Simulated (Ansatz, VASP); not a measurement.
**Hf: VASP beside Ansatz**

```
Hf
1.0
     0.00000    2.13120    2.39760
     2.13120    0.00000    2.39760
     2.13120    2.13120    0.00000
Hf
1
Cartesian
  0.0000 0.0000 0.0000
```

Change from the starting cell: strain -0.040 along x and y, +0.080 along z, atoms carried along.

Alike in both runs: task single point; functional PBEsol; k mesh 18 × 18 × 18; occupations gaussian, width 0.15 eV; no spin polarisation.

|  | VASP | Ansatz |
| --- | --- | --- |
| version | VASP 6.6.1 | Ansatz 0.2.0 |
| potentials or method | VASP PAW PBE potentials, release 64 (Hf_pv), cutoff 520 eV | scalar-relativistic, plane waves, PAW |
| valence electrons in the cell | 10 | 26 |

VASP gave:

| Item | Value |
| --- | --- |
| gap on the k mesh at the Fermi level (eV) | none |
| pressure (GPa) | -1.6 |
| traceless stress, the component that is largest in VASP (GPa) | -4.01 |

Q: What did Ansatz give for the same quantities?

A: gap on the k mesh at the Fermi level (eV): none; pressure (GPa): -1.2; traceless stress, the component that is largest in VASP (GPa): -3.98.

VASP's potentials were made for PBE, not for PBEsol. A gap of «none» marks a metal or a gap that the smearing closes. With one functional, cell and mesh, what is left measures potentials, basis and numerics. VASP's potentials hold 10 valence electrons a cell and Ansatz's 26, so a difference there can come from the potentials and not from the codes.

Spin-orbit coupling is off throughout.
